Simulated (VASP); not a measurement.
**Zn4HO4 (a cell with a defect): single point with PBEsol**

The system is Zn4HO4 (a cell with a defect).

```
CELL_PARAMETERS angstrom
5.51481 0.00000 0.00000
0.00000 5.51481 0.00000
0.00000 0.00000 3.24301
ATOMIC_POSITIONS crystal
Zn 0.18207 0.18207 0.50000
Zn 0.81793 0.81793 0.50000
Zn 0.68207 0.31793 0.00000
Zn 0.31793 0.68207 0.00000
O 0.81800 0.18200 0.50000
O 0.18200 0.81800 0.50000
O 0.68200 0.68200 0.00000
O 0.31800 0.31800 0.00000
H 0.00004 0.88200 0.00000
```

* Program: VASP 6.6.1
* Task: single point
* Functional: PBEsol
* Potentials or basis: VASP PAW PBE potentials, release 64 (Zn, O, H)
* Cutoff: 520 eV
* k mesh: 4 × 4 × 8
* Occupations: gaussian, width 0.05 eV
* Spin: no spin polarisation

```json
{
 "Pressure": "5.1 GPa",
 "Largest force": "0.586 eV/Å"
}
```

Forces on the atoms (eV/Å):
```
Zn  -0.068  0.150  0.000
Zn  -0.206  0.109  0.000
Zn   0.050 -0.192  0.000
Zn   0.095 -0.220  0.000
O   -0.190  0.347  0.000
O    0.481 -0.054  0.000
O   -0.532 -0.247  0.000
O    0.067  0.130  0.000
H    0.302 -0.024  0.000
```

Stress tensor (GPa, compression positive):
```
4.68 0.05 0.00
0.05 3.78 0.00
0.00 0.00 6.88
```

Levels at points of the mesh, in eV from the Fermi level:
| k point | band 33 | band 34 | band 35 | band 36 | band 37 | band 38 | band 39 | band 40 |
| --- | --- | --- | --- | --- | --- | --- | --- | --- |
| (0.00, 0.00, 0.00) | -2.27 | -2.06 | -1.74 | -1.70 | -1.53 | 1.53 | 3.52 | 3.90 |
| (0.50, 0.00, 0.00) | -2.07 | -2.06 | -2.01 | -1.95 | -0.81 | 1.52 | 2.94 | 4.32 |
| (0.00, 0.50, 0.00) | -2.26 | -2.22 | -1.90 | -1.81 | -0.97 | 1.59 | 3.18 | 4.29 |
| (0.50, 0.50, 0.00) | -2.37 | -2.35 | -2.34 | -2.33 | -0.86 | 2.62 | 2.93 | 3.03 |
| (0.00, 0.00, 0.50) | -3.38 | -3.37 | -2.91 | -2.88 | 0.66 | 4.14 | 4.39 | 6.28 |
| (0.50, 0.00, 0.50) | -3.20 | -3.16 | -2.62 | -2.61 | 0.33 | 4.17 | 4.31 | 5.10 |
| (0.00, 0.50, 0.50) | -3.13 | -3.13 | -2.64 | -2.63 | 0.67 | 4.20 | 4.25 | 5.11 |
| (0.50, 0.50, 0.50) | -3.02 | -2.98 | -2.82 | -2.80 | -0.05 | 3.77 | 3.80 | 4.18 |

Wall time 6.4 min on 1 thread of AMD EPYC 7R13, on a shared host, peak memory 0.28 GiB.

Caveat: the PAW data sets were made with another functional, which shifts forces and pressure a little; an odd number of electrons without spin polarisation forces a metal; a magnetic or distorted state may lie lower.
